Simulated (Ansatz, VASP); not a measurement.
ZnSe in VASP and in Ansatz

```xyz
2
Lattice="0.0000 2.8659 3.0952 2.8659 0.0000 3.0952 2.8659 2.8659 0.0000" Properties=species:S:1:pos:R:3 pbc="T T T"
Zn    0.0000    0.0000    0.0000
Se    4.2989    4.2989    4.6428
```

Change from the starting cell: strain +0.000 along x and y, +0.080 along z, atoms carried along.

Alike in both runs: task single point; functional PBE; k mesh 8 × 8 × 8; occupations gaussian, width 0.05 eV; no spin polarisation.

```csv
,VASP,Ansatz
version,VASP 6.6.1,Ansatz 0.2.0
potentials or method,"VASP PAW PBE potentials, release 64 (Zn, Se), cutoff 520 eV","scalar-relativistic, plane waves, PAW"
valence electrons in the cell,18,28
```

```tsv
	VASP	Ansatz	Ansatz less VASP
gap on the k mesh at the Fermi level (eV)	0.74	0.74	+0.001
least direct gap on the mesh (eV)	0.74	0.74	+0.001
pressure (GPa)	-3.6	-3.7	-0.14
traceless stress, the component that is largest in VASP (GPa)	-2.02	-2.03	-0.009
```

The functional is the same, so the differences come from potentials, cutoffs and numerics. VASP's potentials hold 18 valence electrons a cell and Ansatz's 28, so a difference there can come from the potentials and not from the codes.
